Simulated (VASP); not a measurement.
# Ga in VASP: notebook

Runs on Ga. Level: PBE. Tasks: single point.

Program: VASP 6.6.1. These are calculated values, not measurements. Logs are shortened: lines on timing, memory, paths and dates and some standing lists are left out, and cuts for length are marked.

## (1) The cell of the first run

The typed cell holds 2 atoms: a = 3.839 Å, b = 3.839 Å, c = 3.839 Å, α = 120.05°, β = 120.05°, γ = 89.91°.

The cell was generated, and may not be a known phase.

## (2) Single point, PBE

INCAR reads:

```
SYSTEM = Ga
ALGO     = Normal         ! electronic algorithm
EDIFF    = 1E-6           ! SCF threshold, eV
ENCUT    = 520            ! plane-wave cutoff, eV
GGA      = PE             ! functional
ISIF     = 2              ! what is computed and relaxed
ISMEAR   = 0              ! smearing method
LASPH    = .True.         ! aspherical terms in the spheres
LCHARG   = .False.        ! write CHGCAR
LREAL    = .False.        ! projectors in reciprocal space
LWAVE    = .False.        ! write WAVECAR
NBANDS   = 20             ! bands
NELM     = 80             ! most SCF steps
PREC     = Accurate       ! precision mode
SIGMA    = 0.1            ! smearing width, eV
```

KPOINTS reads:

```
k-points
0
Gamma
  8 8 8
  0 0 0
```

POSCAR reads:

```
Ga
1.0
   -1.9180135048      1.9180135048      2.7165344178
    1.9180135048     -1.9180135048      2.7165344178
    1.9180135048      1.9180135048     -2.7165344178
Ga
2
Direct
    0.2499948928      0.2499948928      0.0000000000
    0.7500051072      0.7500051072      0.0000000000
```

Potentials or basis: VASP PAW PBE potentials, release 64 (Ga_d).

Command:

```console
$ cat potpaw_PBE.64/Ga_d/POTCAR > POTCAR
$ mpirun -np 1 vasp_std > vasp.out
```

OUTCAR:

```text
SYSTEM = Ga
   EDIFF = 1E-6
   ENCUT = 520
   GGA = PE
   ISIF = 2
   ISMEAR = 0
   LASPH = .True.
   LREAL = .False.
   NELM = 80
   PREC = Accurate

 ion  position               nearest neighbor table
   1  0.250  0.250  0.000-   2 2.71   2 2.71   2 2.71   2 2.71   2 2.72   2 2.72
   2  0.750  0.750  0.000-   1 2.71   1 2.71   1 2.71   1 2.71   1 2.72   1 2.72

  LATTYP: Found a body centered tetragonal cell.
 ALAT       =     3.8360270096
 C/A-ratio  =     1.4163270545

  Lattice vectors:

 A1 = (  -1.9180135048,   1.9180135048,   2.7165344178)
 A2 = (   1.9180135048,  -1.9180135048,   2.7165344178)
 A3 = (   1.9180135048,   1.9180135048,  -2.7165344178)

Analysis of symmetry for initial positions (statically):
=====================================================================
 Subroutine PRICEL returns:
 Original cell was already a primitive cell.

 Routine SETGRP: Setting up the symmetry group for a
 body centered tetragonal supercell.

 Subroutine GETGRP returns: Found 16 space group operations
 (whereof 16 operations were pure point group operations)
 out of a pool of 16 trial point group operations.

The static configuration has the point symmetry D_4h.

Analysis of symmetry for dynamics (positions and initial velocities):
=====================================================================
 Subroutine PRICEL returns:
 Original cell was already a primitive cell.

 Routine SETGRP: Setting up the symmetry group for a
 body centered tetragonal supercell.

 Subroutine GETGRP returns: Found 16 space group operations
 (whereof 16 operations were pure point group operations)
 out of a pool of 16 trial point group operations.

The dynamic configuration has the point symmetry D_4h.

 Subroutine INISYM returns: Found 16 space group operations
 (whereof 16 operations are pure point group operations),
 and found     1 'primitive' translations

----------------------------------------------------------------------------------------

                                     Primitive cell

  volume of cell :      39.9741

  direct lattice vectors                    reciprocal lattice vectors
    -1.918013505  1.918013505  2.716534418     0.000000000  0.260686381  0.184058040
     1.918013505 -1.918013505  2.716534418     0.260686381  0.000000000  0.184058040
     1.918013505  1.918013505 -2.716534418     0.260686381  0.260686381  0.000000000

  length of vectors
     3.838894483  3.838894483  3.838894483     0.319115577  0.319115577  0.368666216

  position of ions in fractional coordinates (direct lattice)
     0.249994893  0.249994893  0.000000000
     0.750005107  0.750005107  0.000000000

  ion indices of the primitive-cell ions
   primitive index   ion index
                 1           1
                 2           2

----------------------------------------------------------------------------------------

 KPOINTS: k-points

Automatic generation of k-mesh.
 Grid dimensions read from file:
 generate k-points for:    8    8    8

 Generating k-lattice:

  Cartesian coordinates                     Fractional coordinates (reciprocal lattice)
     0.000000000  0.032585798  0.023007255     0.125000000  0.000000000  0.000000000
     0.032585798  0.000000000  0.023007255     0.000000000  0.125000000  0.000000000
     0.032585798  0.032585798  0.000000000     0.000000000  0.000000000  0.125000000

  Length of vectors
     0.039889447  0.039889447  0.046083277

  Shift w.r.t. Gamma in fractional coordinates (k-lattice)
     0.000000000  0.000000000  0.000000000

 Subroutine IBZKPT returns following result:
 ===========================================

 Found     59 irreducible k-points:

 Following reciprocal coordinates:
            Coordinates               Weight
  0.000000  0.000000  0.000000      1.000000
  0.125000  0.000000  0.000000      8.000000
  0.250000  0.000000  0.000000      8.000000
  0.375000  0.000000 -0.000000      8.000000
  0.500000  0.000000  0.000000      4.000000
  0.125000  0.125000  0.000000      8.000000
[... 16 lines left out ...]
  0.250000  0.125000  0.125000     16.000000
  0.375000  0.125000  0.125000      8.000000
 [... further k-points ...]
   k-points           NKPTS =     59   k-points in BZ     NKDIM =     59   number of bands    NBANDS=     20
   number of dos      NEDOS =    301   number of ions     NIONS =      2
   total plane-waves  NPLWV =  27000
   dimension x,y,z NGX =    30 NGY =   30 NGZ =   30
   dimension x,y,z NGXF=    60 NGYF=   60 NGZF=   60
   ions per type =               2
   NGX,Y,Z   is equivalent  to a cutoff of  12.99, 12.99, 12.99 a.u.
   NGXF,Y,Z  is equivalent  to a cutoff of  25.98, 25.98, 25.98 a.u.
 SYSTEM =  Ga
   PREC   = accura    normal or accurate (medium, high low for compatibility)
   ISTART =      0    job   : 0-new  1-cont  2-samecut
   ICHARG =      2    charge: 1-file 2-atom 10-const
   ISPIN  =      1    spin polarized calculation?
   LNONCOLLINEAR =      F non collinear calculations
   LSORBIT =      F    spin-orbit coupling
   LASPH  =      T    aspherical Exc in radial PAW
   ENCUT  =  520.0 eV  38.22 Ry    6.18 a.u.   7.14  7.14  7.14*2*pi/ulx,y,z
   NELM   =     80;   NELMIN=  2; NELMDL= -5     # of ELM steps
   EDIFF  = 0.1E-05   stopping-criterion for ELM
   LREAL  =      F    real-space projection
   EDIFFG = 0.1E-04   stopping-criterion for IOM
   NSW    =      0    number of steps for IOM
   IBRION =     -1    ionic relax: 0-MD 1-quasi-New 2-CG
   NFREE  =      0    steps in history (QN), initial steepest desc. (CG)
   ISIF   =      2    stress and relaxation
   ISYM   =      2    0-nonsym 1-usesym 2-fastsym
   POTIM  = 0.5000    time-step for ionic-motion
   TEBEG  =    0.0;   TEEND  =   0.0 temperature during run
   PSTRESS=    0.0 pullay stress
   NELECT =      26.0000    total number of electrons
   NUPDOWN=      -1.0000    fix difference up-down
   EMIN   =  10.00;   EMAX   =-10.00  energy-range for DOS
   EFERMI =   0.00;   METHOD = LEGACY
   ISMEAR =     0;   SIGMA  =   0.10  broadening in eV -4-tet -1-fermi 0-gaus
   EFERMI_NEDOS =   21; number of points for ismear=-14 and -15
   IALGO  =     38    algorithm
   IMIX   =      4    mixing-type and parameters
     AMIX     =   0.40;   BMIX     =  1.00
     AMIX_MAG =   1.60;   BMIX_MAG =  1.00
  volume/ion in A,a.u.               =      19.99       134.88
  Fermi-wavevector in a.u.,A,eV,Ry     =   1.418425  2.680435 27.373970  2.011930
  Thomas-Fermi vector in A             =   2.539552
   LORBIT       =      0    0 simple, 1 ext, 2 COOP (PROOUT), +10 PAW based schemes
   GGA     = PE    functional components
   LHFCALC =     F    Hartree Fock is set to
   AEXX    =    0.0000 exact exchange contribution
   IVDW    =     0    specifies the selected vdW correction
   LEPSILON=     F    determine dielectric tensor
   LRPA    =     F    only Hartree local field effects (RPA)
 non-spin polarized calculation
 Gauss-broadening in eV      SIGMA  =   0.10
  energy-cutoff  :      520.00
  volume of cell :       39.97
 maximum number of plane-waves:      1098
 NGX is ok and might be reduce to    30

 number of electron      25.9999977 magnetization

 Free energy of the ion-electron system (eV)
  ---------------------------------------------------
  ext. energy  EPLUGINS =         0.00000000
  ---------------------------------------------------
  free energy    TOTEN  =        -5.66974653 eV

  energy without entropy =       -5.66795000  energy(sigma->0) =       -5.66884827

 E-fermi :   4.8930     XC(G=0): -10.6520

 val. band max:        4.8829485441   @ k =  -0.3750   0.3750   0.3750
 cond. band min:       5.0201870283   @ k =  -0.3750   0.2500   0.0000
 fundamental gap:      0.1372384842
 Fermi energy:         4.8929728713

 k-point     1 :       0.0000    0.0000    0.0000
  band No.  band energies     occupation
      1     -10.3352      2.00000
      2     -10.3333      2.00000
      3     -10.1577      2.00000
      4     -10.1564      2.00000
      5     -10.1564      2.00000
      6      -9.8175      2.00000
[... 12 lines left out ...]
     19      13.7373      0.00000
     20      13.7766      0.00000

 k-point     2 :       0.1250    0.0000    0.0000
  band No.  band energies     occupation
      1     -10.3126      2.00000
      2     -10.3108      2.00000
      3     -10.1460      2.00000
      4     -10.1416      2.00000
      5     -10.1408      2.00000
      6      -9.8289      2.00000
[... 12 lines left out ...]
     19      13.0402      0.00000
     20      13.5114      0.00000

 k-point     3 :       0.2500    0.0000    0.0000
  band No.  band energies     occupation
      1     -10.2472      2.00000
      2     -10.2458      2.00000
      3     -10.1130      2.00000
      4     -10.0986      2.00000
      5     -10.0979      2.00000
      6      -9.8648      2.00000
[... 12 lines left out ...]
     19      14.4255      0.00000
     20      14.9484      0.00000

 k-point     4 :       0.3750    0.0000   -0.0000
  band No.  band energies     occupation
      1     -10.1467      2.00000
      2     -10.1457      2.00000
      3     -10.0598      2.00000
      4     -10.0384      2.00000
      5     -10.0380      2.00000
      6      -9.9227      2.00000
[... 12 lines left out ...]
     19      16.8443      0.00000
     20      17.0987      0.00000

 k-point     5 :       0.5000    0.0000    0.0000
  band No.  band energies     occupation
      1     -10.0275      2.00000
      2     -10.0275      2.00000
      3     -10.0273      2.00000
      4     -10.0273      2.00000
      5      -9.9924      2.00000
      6      -9.9924      2.00000
[... 12 lines left out ...]
     19      19.6467      0.00000
     20      19.6711      0.00000
[... 353 lines left out ...]
      6      -9.9585      2.00000
[... 12 lines left out ...]
     19      20.4003      0.00000
     20      20.7300      0.00000

 k-point    22 :       0.1250    0.1250    0.1250
  band No.  band energies     occupation
      1     -10.2795      2.00000
      2     -10.1498      2.00000
      3     -10.1364      2.00000
      4     -10.0549      2.00000
      5     -10.0248      2.00000
      6      -9.9269      2.00000
[... 12 lines left out ...]
     19      15.3731      0.00000
     20      16.2356      0.00000

 k-point    23 :       0.2500    0.1250    0.1250
  band No.  band energies     occupation
      1     -10.2265      2.00000
      2     -10.1142      2.00000
      3     -10.0398      2.00000
      4     -10.0285      2.00000
      5     -10.0097      2.00000
      6      -9.9851      2.00000
[... 12 lines left out ...]
     19      15.1731      0.00000
     20      17.8898      0.00000

 k-point    24 :       0.3750    0.1250    0.1250
  band No.  band energies     occupation
      1     -10.1440      2.00000
      2     -10.1440      2.00000
      3     -10.0544      2.00000
      4     -10.0544      2.00000
      5      -9.9619      2.00000
      6      -9.9619      2.00000
[... 12 lines left out ...]
     19      15.7564      0.00000
     20      15.7566      0.00000

 [... further k-points ...]

------------------------ aborting loop because EDIFF is reached ----------------------------------------

  FORCE on cell =-STRESS in cart. coord.  units (eV):
  Direction    XX          YY          ZZ          XY          YZ          ZX
  --------------------------------------------------------------------------------------
  -------------------------------------------------------------------------------------
  Total        0.0550162      0.0550162     -0.0113713      0.0000000      0.0000000      0.0000000
  in kB        2.2050699      2.2050699     -0.4557644      0.0000000      0.0000000      0.0000000
  external PRESSURE =       1.3181252 kB  Pullay stress =       0.0000000 kB

 VOLUME and BASIS-vectors are now :
 -----------------------------------------------------------------------------
  energy-cutoff  :      520.00
  volume of cell :       39.97
      direct lattice vectors                 reciprocal lattice vectors
    -1.918013505  1.918013505  2.716534418     0.000000000  0.260686381  0.184058040
     1.918013505 -1.918013505  2.716534418     0.260686381  0.000000000  0.184058040
     1.918013505  1.918013505 -2.716534418     0.260686381  0.260686381  0.000000000

 POSITION                                       TOTAL-FORCE (eV/Angst)
 -----------------------------------------------------------------------------------
      0.00000      0.00000      1.35824         0.000000      0.000000      0.000128
      0.00000      0.00000      4.07483        -0.000000     -0.000000     -0.000128
 -----------------------------------------------------------------------------------
    total drift:                               -0.000000     -0.000000      0.000000

  FREE ENERGIE OF THE ION-ELECTRON SYSTEM (eV)
  ---------------------------------------------------
  free  energy   TOTEN  =        -5.6697465289 eV

  energy  without entropy=       -5.6679500049  energy(sigma->0) =       -5.66884827
```

Run time: 34 s. Hardware: 1 thread of Intel Xeon Platinum 8259CL at 2.50GHz (Skylake/Cascade Lake), shared host; peak memory 0.19 GiB.

Results:

```
Free energy            : -5.6697 eV
Pressure               : 0.1 GPa
Band gap on the k mesh : zero (bands 13 and 14 overlap by 6.33 eV)
```

Levels at points of the mesh, in eV from the Fermi level:
```csv
k point,band 9,band 10,band 11,band 12,band 13,band 14,band 15,band 16,band 17,band 18
"(0.00, 0.00, 0.00)",-14.57,-14.56,-10.69,2.52,2.52,2.54,3.69,8.09,8.10,8.10
"(0.50, 0.00, 0.00)",-14.85,-14.85,-6.88,-6.88,3.36,3.36,3.38,3.38,5.19,5.19
"(0.50, 0.50, 0.00)",-14.70,-14.57,-6.31,-4.22,-1.76,-0.79,-0.77,4.11,12.27,12.33
"(0.50, 0.50, 0.50)",-14.70,-14.57,-6.33,-4.22,-1.73,-0.77,-0.77,4.12,12.31,12.31
```

## (3) Single point, PBE

This run uses another cell than the first one: it holds 1 atom, not 2.

INCAR reads:

```
ALGO     = Fast           # electronic algorithm
EDIFF    = 1E-6           # SCF threshold, eV
ENCUT    = 520            # plane-wave cutoff, eV
GGA      = PE             # functional
ISIF     = 2              # what is computed and relaxed
ISMEAR   = 0              # smearing method
LASPH    = T              # aspherical terms in the spheres
LCHARG   = T              # write CHGCAR
LELF     = T              # ELF
LREAL    = F              # projectors in reciprocal space
LVHAR    = T            
LWAVE    = F              # write WAVECAR
NBANDS   = 12             # bands
NELM     = 80             # most SCF steps
PREC     = Accurate       # precision mode
SIGMA    = 0.1            # smearing width, eV
```

KPOINTS reads:

```
k-points
0
Gamma
  20 20 20
```

POSCAR reads:

```
Ga
1.0
    2.7160167927      0.0000000000      0.0000000000
    0.0000000000      2.7160167927      0.0000000000
    0.0000000000      0.0000000000      2.7160167927
Ga
1
Direct
    0.0000000000      0.0000000000      0.0000000000
```

Potentials or basis: VASP PAW PBE potentials, release 64 (Ga_d).

Command:

```console
$ cat potpaw_PBE.64/Ga_d/POTCAR > POTCAR
$ mpirun -np 1 vasp_std > vasp.out
```

OUTCAR:

```text
EDIFF = 1E-6
   ENCUT = 520
   GGA = PE
   ISIF = 2
   ISMEAR = 0
   LASPH = T
   LREAL = F
   NELM = 80
   PREC = Accurate

 ion  position               nearest neighbor table
   1  0.000  0.000  0.000-

  LATTYP: Found a simple cubic cell.
 ALAT       =     2.7160167927

  Lattice vectors:

 A1 = (   2.7160167927,   0.0000000000,   0.0000000000)
 A2 = (   0.0000000000,   2.7160167927,   0.0000000000)
 A3 = (   0.0000000000,   0.0000000000,   2.7160167927)

Analysis of symmetry for initial positions (statically):
=====================================================================
 Subroutine PRICEL returns:
 Original cell was already a primitive cell.

 Routine SETGRP: Setting up the symmetry group for a
 simple cubic supercell.

 Subroutine GETGRP returns: Found 48 space group operations
 (whereof 48 operations were pure point group operations)
 out of a pool of 48 trial point group operations.

The static configuration has the point symmetry O_h .

Analysis of symmetry for dynamics (positions and initial velocities):
=====================================================================
 Subroutine PRICEL returns:
 Original cell was already a primitive cell.

[... 167 lines left out ...]
      5      -9.8377      2.00000
      6      -5.8012      2.00000
      7      13.7204      0.00000
      8      13.7204      0.00000
      9      13.7204      0.00000
     10      16.6502      0.00000
     11      16.6502      0.00000
     12      19.1132      0.00000
[... 331 lines left out ...]
 k-point    24 :       0.2000    0.1000    0.0000
  band No.  band energies     occupation
      1     -10.3149      2.00000
      2     -10.2176      2.00000
      3      -9.9048      2.00000
      4      -9.8855      2.00000
      5      -9.8468      2.00000
      6      -4.7824      2.00000
      7       8.0719      0.00000
      8      12.0695      0.00000
      9      14.7547      0.00000
     10      18.1840      0.00000
     11      20.9097      0.00000
     12      24.2728      0.00000

 [... further k-points ...]

------------------------ aborting loop because EDIFF is reached ----------------------------------------

  FORCE on cell =-STRESS in cart. coord.  units (eV):
  Direction    XX          YY          ZZ          XY          YZ          ZX
  --------------------------------------------------------------------------------------
  -------------------------------------------------------------------------------------
  Total        0.0193304      0.0193304      0.0193304     -0.0000000      0.0000000     -0.0000000
  in kB        1.5458032      1.5458032      1.5458032     -0.0000000      0.0000000     -0.0000000
  external PRESSURE =       1.5458032 kB  Pullay stress =       0.0000000 kB

 VOLUME and BASIS-vectors are now :
 -----------------------------------------------------------------------------
  energy-cutoff  :      520.00
  volume of cell :       20.04
      direct lattice vectors                 reciprocal lattice vectors
     2.716016793  0.000000000  0.000000000     0.368186236  0.000000000  0.000000000
     0.000000000  2.716016793  0.000000000     0.000000000  0.368186236  0.000000000
     0.000000000  0.000000000  2.716016793     0.000000000  0.000000000  0.368186236

 POSITION                                       TOTAL-FORCE (eV/Angst)
 -----------------------------------------------------------------------------------
      0.00000      0.00000      0.00000         0.000000      0.000000      0.000000
 -----------------------------------------------------------------------------------
    total drift:                                0.000000      0.000000      0.000000

  FREE ENERGIE OF THE ION-ELECTRON SYSTEM (eV)
  ---------------------------------------------------
  free  energy   TOTEN  =        -2.8267677273 eV

  energy  without entropy=       -2.8240998422  energy(sigma->0) =       -2.82543378
```

Wall time 34 s (1 thread of Intel Xeon Platinum 8259CL at 2.50GHz (Skylake/Cascade Lake), shared host); peak memory 0.18 GiB.

Results:

```
Free energy            : -2.8268 eV
Pressure               : 0.2 GPa
Band gap on the k mesh : zero (an odd number of electrons rules out a gap without spin polarisation)
```

Levels at points of the mesh, in eV from the Fermi level:
| k point | band 3 | band 4 | band 5 | band 6 | band 7 | band 8 | band 9 | band 10 |
| --- | --- | --- | --- | --- | --- | --- | --- | --- |
| (0.00, 0.00, 0.00) | -14.60 | -14.60 | -14.60 | -10.56 | 8.96 | 8.96 | 8.96 | 11.89 |
| (0.50, 0.00, 0.00) | -14.74 | -14.74 | -14.59 | -6.20 | -4.10 | 12.38 | 12.38 | 15.60 |
| (0.50, 0.50, 0.00) | -14.72 | -14.72 | -14.47 | -1.65 | -0.66 | -0.66 | 4.22 | 15.89 |
| (0.50, 0.50, 0.50) | -14.94 | -14.46 | -14.46 | 2.63 | 2.63 | 2.63 | 3.77 | 8.20 |

[end of part 1 of 2]

The gap in the log of VASP goes by the Fermi energy; the results here count the filled bands.